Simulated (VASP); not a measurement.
# CdB3P4 (a cell with a defect) in VASP: single point with PBEsol

Aim: the single point of CdB3P4 (a cell with a defect) with PBEsol.

All numbers are computed with VASP 6.6.1; they aren't measurements. Logs are shortened: lines on timing, memory, paths and dates and some standing lists are left out, and cuts for length are marked.

## (1) The cell of the first run

The cell holds a defect, 16 atoms: a = 6.393 Å, b = 6.393 Å, c = 6.393 Å, α = 60.00°, β = 60.00°, γ = 60.00°.

## (2) Single point, PBEsol, collinear spin

INCAR reads:

```
SYSTEM = CdB3P4
ALGO = Normal
EDIFF = 1E-6
ENCUT = 420
GGA = PS
GGA_COMPAT = .FALSE.
ISIF = 2
ISMEAR = -1
ISPIN = 2
LASPH = .TRUE.
LCHARG = .FALSE.
LORBIT = 11
LREAL = .FALSE.
LWAVE = .FALSE.
MAGMOM = 0.25 0.25 0.25 0.25 0.25 0.25 0.25 0.25 0.25 0.25 0.25 0.25 0.25 0.25 0.25 0.25
NBANDS = 59
NELM = 200
PREC = Accurate
SIGMA = 0.05
```

KPOINTS reads:

```
Automatic mesh
0
Gamma
  2 2 2
  0.5 0.5 0.5
```

POSCAR reads:

```
CdB3P4
1.0
    0.0000000000      4.5201890000      4.5201890000
    4.5201890000      0.0000000000      4.5201890000
    4.5201890000      4.5201890000      0.0000000000
B Cd P
6 2 8
Direct
    0.0072560000      0.9885650000      0.0072690000
    0.5235000000      0.4679970000      0.0187470000
    0.0053270000      0.5035840000      0.9939960000
    0.5116590000      0.9904640000      0.5081680000
    0.4977470000      0.0258160000      0.9805300000
    0.0089850000      0.4807170000      0.5203570000
    0.4963150000      0.5025690000      0.5046210000
    0.0044940000      0.0081860000      0.5004250000
    0.1152650000      0.1664210000      0.1010560000
    0.6128650000      0.6325500000      0.6224380000
    0.1169300000      0.1310910000      0.6300520000
    0.6354400000      0.6264700000      0.1056690000
    0.1418530000      0.6090860000      0.1307770000
    0.6397760000      0.1089170000      0.6281480000
    0.6236290000      0.1259640000      0.1385320000
    0.1274500000      0.6117510000      0.6375680000
```

Potentials or basis: VASP PAW PBE potentials, release 64 (B, Cd, P).

Command:

```bash
cat potpaw_PBE.64/B/POTCAR potpaw_PBE.64/Cd/POTCAR potpaw_PBE.64/P/POTCAR > POTCAR
mpirun -np 1 vasp_std > vasp.out
```

OUTCAR:

```text
SYSTEM = CdB3P4
   EDIFF = 1E-6
   ENCUT = 420
   GGA = PS
   ISIF = 2
   ISMEAR = -1
   ISPIN = 2
   LASPH = .TRUE.
   LORBIT = 11
   LREAL = .FALSE.
   NELM = 200
   PREC = Accurate

 ion  position               nearest neighbor table
   1  0.007  0.989  0.007-  11 1.97  13 1.98   9 2.00  15 2.00
   2  0.523  0.468  0.019-  15 1.79  12 1.88  13 1.99  10 2.08
   3  0.005  0.504  0.994-   9 1.76  16 1.86  12 1.93  13 1.98
   4  0.512  0.990  0.508-  10 1.87  14 1.91  15 1.93  11 2.06
   5  0.498  0.026  0.981-  14 1.85   9 2.00  15 2.01  12 2.08
   6  0.009  0.481  0.520-  11 1.83  16 1.91  13 2.03  10 2.07
   7  0.496  0.503  0.505-  10 1.90  16 1.93  14 2.06  12 2.08   8 3.19   8 3.21
   8  0.004  0.008  0.500-  11 1.91  14 1.91  16 2.07   9 2.09   7 3.19   7 3.21
   9  0.115  0.166  0.101-   3 1.76   5 2.00   1 2.00   8 2.09  16 2.91
  10  0.613  0.633  0.622-   4 1.87   7 1.90   6 2.07   2 2.08
  11  0.117  0.131  0.630-   6 1.83   8 1.91   1 1.97   4 2.06
  12  0.635  0.626  0.106-   2 1.88   3 1.93   7 2.08   5 2.08
  13  0.142  0.609  0.131-   3 1.98   1 1.98   2 1.99   6 2.03
  14  0.640  0.109  0.628-   5 1.85   8 1.91   4 1.91   7 2.06
  15  0.624  0.126  0.139-   2 1.79   4 1.93   1 2.00   5 2.01
  16  0.127  0.612  0.638-   3 1.86   6 1.91   7 1.93   8 2.07   9 2.91

  LATTYP: Found a face centered cubic cell.
 ALAT       =     9.0403780000

  Lattice vectors:

 A1 = (   0.0000000000,   4.5201890000,   4.5201890000)
 A2 = (   4.5201890000,   0.0000000000,   4.5201890000)
 A3 = (   4.5201890000,   4.5201890000,   0.0000000000)

Analysis of symmetry for initial positions (statically):
=====================================================================
 Subroutine PRICEL returns:
 Original cell was already a primitive cell.

 Routine SETGRP: Setting up the symmetry group for a
 face centered cubic supercell.

 Subroutine GETGRP returns: Found  1 space group operations
 (whereof  1 operations were pure point group operations)
 out of a pool of 48 trial point group operations.

The static configuration has the point symmetry C_1 .

Analysis of symmetry for dynamics (positions and initial velocities):
=====================================================================
 Subroutine PRICEL returns:
 Original cell was already a primitive cell.

 Routine SETGRP: Setting up the symmetry group for a
 face centered cubic supercell.

 Subroutine GETGRP returns: Found  1 space group operations
 (whereof  1 operations were pure point group operations)
 out of a pool of 48 trial point group operations.

The dynamic configuration has the point symmetry C_1 .

Analysis of structural, dynamic, and magnetic symmetry:
=====================================================================
 Subroutine PRICEL returns:
 Original cell was already a primitive cell.

 Routine SETGRP: Setting up the symmetry group for a
 face centered cubic supercell.

 Subroutine GETGRP returns: Found  1 space group operations
 (whereof  1 operations were pure point group operations)
 out of a pool of 48 trial point group operations.

The overall configuration has the point symmetry C_1 .

 Subroutine INISYM returns: Found  1 space group operations
 (whereof  1 operations are pure point group operations),
 and found     1 'primitive' translations

----------------------------------------------------------------------------------------

                                     Primitive cell

  volume of cell :     184.7140

  direct lattice vectors                    reciprocal lattice vectors
     0.000000000  4.520189000  4.520189000    -0.110614844  0.110614844  0.110614844
     4.520189000  0.000000000  4.520189000     0.110614844 -0.110614844  0.110614844
     4.520189000  4.520189000  0.000000000     0.110614844  0.110614844 -0.110614844

  length of vectors
     6.392512588  6.392512588  6.392512588     0.191590529  0.191590529  0.191590529

  position of ions in fractional coordinates (direct lattice)
     0.007256000  0.988565000  0.007269000
     0.523500000  0.467997000  0.018747000
     0.005327000  0.503584000  0.993996000
[... 78 lines left out ...]
   number of dos      NEDOS =    301   number of ions     NIONS =     16
   total plane-waves  NPLWV = 110592
   dimension x,y,z NGX =    48 NGY =   48 NGZ =   48
   dimension x,y,z NGXF=    96 NGYF=   96 NGZF=   96
   ions per type =               6   2   8
   NGX,Y,Z   is equivalent  to a cutoff of  12.48, 12.48, 12.48 a.u.
   NGXF,Y,Z  is equivalent  to a cutoff of  24.97, 24.97, 24.97 a.u.
 SYSTEM =  CdB3P4
   PREC   = accura    normal or accurate (medium, high low for compatibility)
   ISTART =      0    job   : 0-new  1-cont  2-samecut
   ICHARG =      2    charge: 1-file 2-atom 10-const
   ISPIN  =      2    spin polarized calculation?
   LNONCOLLINEAR =      F non collinear calculations
   LSORBIT =      F    spin-orbit coupling
   LASPH  =      T    aspherical Exc in radial PAW
   ENCUT  =  420.0 eV  30.87 Ry    5.56 a.u.  10.68 10.68 10.68*2*pi/ulx,y,z
   NELM   =    200;   NELMIN=  2; NELMDL= -5     # of ELM steps
   EDIFF  = 0.1E-05   stopping-criterion for ELM
   LREAL  =      F    real-space projection
   EDIFFG = 0.1E-04   stopping-criterion for IOM
   NSW    =      0    number of steps for IOM
   IBRION =     -1    ionic relax: 0-MD 1-quasi-New 2-CG
   NFREE  =      0    steps in history (QN), initial steepest desc. (CG)
   ISIF   =      2    stress and relaxation
   ISYM   =      2    0-nonsym 1-usesym 2-fastsym
   POTIM  = 0.5000    time-step for ionic-motion
   TEBEG  =    0.0;   TEEND  =   0.0 temperature during run
   PSTRESS=    0.0 pullay stress
   NELECT =      82.0000    total number of electrons
   NUPDOWN=      -1.0000    fix difference up-down
   EMIN   =  10.00;   EMAX   =-10.00  energy-range for DOS
   EFERMI =   0.00;   METHOD = LEGACY
   ISMEAR =    -1;   SIGMA  =   0.05  broadening in eV -4-tet -1-fermi 0-gaus
   EFERMI_NEDOS =   21; number of points for ismear=-14 and -15
   IALGO  =     38    algorithm
   IMIX   =      4    mixing-type and parameters
     AMIX     =   0.40;   BMIX     =  1.00
     AMIX_MAG =   1.60;   BMIX_MAG =  1.00
  volume/ion in A,a.u.               =      11.54        77.91
  Fermi-wavevector in a.u.,A,eV,Ry     =   1.248857  2.359998 21.220256  1.559645
  Thomas-Fermi vector in A             =   2.382925
   LORBIT       =     11    0 simple, 1 ext, 2 COOP (PROOUT), +10 PAW based schemes
   GGA     = PS    functional components
   LHFCALC =     F    Hartree Fock is set to
   AEXX    =    0.0000 exact exchange contribution
   IVDW    =     0    specifies the selected vdW correction
   LEPSILON=     F    determine dielectric tensor
   LRPA    =     F    only Hartree local field effects (RPA)
 spin polarized calculation
  energy-cutoff  :      420.00
  volume of cell :      184.71
 maximum number of plane-waves:      3620
 NGX is ok and might be reduce to    48
   NGX = 21   NGY = 21   NGZ = 21

 number of electron      82.0000001 magnetization       0.0001732

 number of electron      82.0000001 magnetization      -0.0000042

 Free energy of the ion-electron system (eV)
  ---------------------------------------------------
  ext. energy  EPLUGINS =         0.00000000
  ---------------------------------------------------
  free energy    TOTEN  =       -74.58687772 eV

  energy without entropy =      -74.56281933  energy(sigma->0) =      -74.57484852

 E-fermi :   8.4195     XC(G=0): -11.7026

 val. band max:        8.4054640725   @ k =   0.0000   0.5000  -0.2500
 cond. band min:       8.4385070195   @ k =   0.5000   0.2500   0.0000
 fundamental gap:      0.0330429470
 Fermi energy:         8.4194819752

 spin component 1

 k-point     1 :       0.2500    0.2500    0.2500
  band No.  band energies     occupation
      1      -7.5433      1.00000
      2      -6.2010      1.00000
      3      -6.1501      1.00000
      4      -5.5578      1.00000
      5      -5.3648      1.00000
      6      -4.6734      1.00000
[... 885 lines left out ...]
     52      13.6761      0.00000
     53      13.8331      0.00000
 Fermi energy:         8.4194819752

 spin component 2

 k-point     1 :       0.2500    0.2500    0.2500
  band No.  band energies     occupation
      1      -7.5433      1.00000
      2      -6.2010      1.00000
      3      -6.1501      1.00000
      4      -5.5578      1.00000
      5      -5.3648      1.00000
      6      -4.6734      1.00000
[... 885 lines left out ...]
     52      13.6761      0.00000
     53      13.8331      0.00000
 [bands above 53 left out]

------------------------ aborting loop because EDIFF is reached ----------------------------------------

  FORCE on cell =-STRESS in cart. coord.  units (eV):
  Direction    XX          YY          ZZ          XY          YZ          ZX
  --------------------------------------------------------------------------------------
  -------------------------------------------------------------------------------------
  Total       68.5275594     65.9236843     75.7110061      3.1037174     10.1410862      5.9286386
  in kB      594.3962612    571.8106966    656.7042421     26.9211110     87.9620369     51.4239909
  external PRESSURE =     607.6370666 kB  Pullay stress =       0.0000000 kB

 VOLUME and BASIS-vectors are now :
 -----------------------------------------------------------------------------
  energy-cutoff  :      420.00
  volume of cell :      184.71
      direct lattice vectors                 reciprocal lattice vectors
     0.000000000  4.520189000  4.520189000    -0.110614844  0.110614844  0.110614844
     4.520189000  0.000000000  4.520189000     0.110614844 -0.110614844  0.110614844
     4.520189000  4.520189000  0.000000000     0.110614844  0.110614844 -0.110614844

 POSITION                                       TOTAL-FORCE (eV/Angst)
 -----------------------------------------------------------------------------------
      4.50136      0.06566      4.50130         0.509607     -0.289914      0.630969
      2.20017      2.45106      4.48175         1.328468     -3.400573      1.878275
      6.76934      4.51713      2.30037         2.105836     -1.130249      1.155872
      6.77410      4.60981      6.78988         1.199972     -0.755728     -0.475235
      4.54887      6.68209      2.36660         0.351514      1.248380     -1.620101
      4.52504      2.39273      2.21355         1.069828     -2.087285      0.775214
[... 8 lines left out ...]
      1.19557      3.44511      3.38830        -2.931887      1.189680     -1.101278
      5.64716      3.45803      3.34133         2.475175     -3.982720    -11.396418
 -----------------------------------------------------------------------------------
    total drift:                                0.000144      0.000138      0.000041

  FREE ENERGIE OF THE ION-ELECTRON SYSTEM (eV)
  ---------------------------------------------------
  free  energy   TOTEN  =       -74.5868777232 eV

  energy  without entropy=      -74.5628193252  energy(sigma->0) =      -74.57484852

 total charge

# of ion       s       p       d       tot
------------------------------------------
    1        0.663   1.217   0.000   1.880
    2        0.693   1.328   0.000   2.021
    3        0.706   1.409   0.000   2.115
    4        0.688   1.286   0.000   1.974
    5        0.675   1.227   0.000   1.901
    6        0.687   1.267   0.000   1.954
[... 8 lines left out ...]
   15        0.995   1.612   0.000   2.606
   16        1.047   1.741   0.000   2.787
--------------------------------------------------
tot         13.990  23.644  19.141  56.775

 magnetization (x)

# of ion       s       p       d       tot
------------------------------------------
    1        0.000  -0.000   0.000   0.000
    2        0.000  -0.000   0.000   0.000
    3        0.000   0.000   0.000   0.000
    4        0.000   0.000   0.000   0.000
    5        0.000   0.000   0.000   0.000
    6        0.000   0.000   0.000   0.000
[... 8 lines left out ...]
   15        0.000   0.000   0.000   0.000
   16        0.000  -0.000   0.000  -0.000
--------------------------------------------------
tot          0.000  -0.000   0.000   0.000
```

Wall time 6.5 min (1 thread of Intel Xeon Platinum 8259CL at 2.50GHz (Skylake/Cascade Lake), shared host); peak memory 0.5 GiB.

Results:

```
Free energy                                           : -74.5869 eV
Pressure                                              : 60.8 GPa
Largest force                                         : 15.239 eV/Å
Band gap on the k mesh                                : zero (filled and empty bands overlap)
Net moment                                            : 0.00 μB per cell
Valence electrons inside the program's atomic spheres : B 1.88, 2.02, 2.12, 1.97, 1.90, 1.95; Cd 11.73; P 2.69, 2.72, 2.64, 2.53, 2.80, 2.61, 2.79 (each value once)
```

Forces on the atoms (eV/Å):
```
B     0.510  -0.290   0.631
B     1.328  -3.401   1.878
B     2.106  -1.130   1.156
B     1.200  -0.756  -0.475
B     0.352   1.248  -1.620
B     1.070  -2.087   0.775
Cd   -6.900  -1.586   0.064
Cd   -8.390  -0.396   1.074
P    -6.787  -1.315   1.394
P     7.639  10.425   8.074
P     7.359  10.155   7.253
P    -2.681  -4.065   4.670
P     0.955   0.107   0.128
P     2.696  -4.117 -12.503
P    -2.932   1.190  -1.101
P     2.475  -3.983 -11.396
```

Caveat: the k points lie up to 0.60 Å⁻¹ apart, too coarse for converged energies and pressures of a metal; the PAW data sets were made with another functional, which shifts forces and pressure a little.
